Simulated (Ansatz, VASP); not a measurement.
**One calculation of In, two programs**

```
In
1.0
     3.25230    0.00000    0.00000
    -1.62615    2.96054    0.00000
     0.00000    0.00000   25.87103
In
5
Direct
  0.30170 0.60341 0.28990
  0.60341 0.20681 0.39495
  0.90511 0.81022 0.50000
  0.20681 0.41362 0.60505
  0.50851 0.01703 0.71010
```

Alike in both runs: task single point; functional PBE; k mesh 9 × 9 × 1; occupations fermi-dirac, width 0.05 eV; no spin polarisation.

|  | VASP | Ansatz |
| --- | --- | --- |
| version | VASP 6.6.1 | Ansatz 0.2.0 |
| potentials or method | VASP PAW PBE potentials, release 64 (In_d) | Ansatz PAW |
| plane-wave cutoff (eV) | 520 | 420 |
| valence electrons in the cell | 65 | 65 |

Ansatz gave:

| Item | Value |
| --- | --- |
| gap on the k mesh at the Fermi level (eV) | none |
| rms of the force components (eV/Å) | 0.055 |
| work function, face that differs most (eV) | 3.85 |

Estimate VASP's values.

gap on the k mesh at the Fermi level (eV): none; rms of the force components (eV/Å): 0.056; work function, face that differs most (eV): 3.85.

Atom by atom the forces differ by 0.000 eV/Å (rms over components). A gap of «none» marks a metal or a gap that the smearing closes.
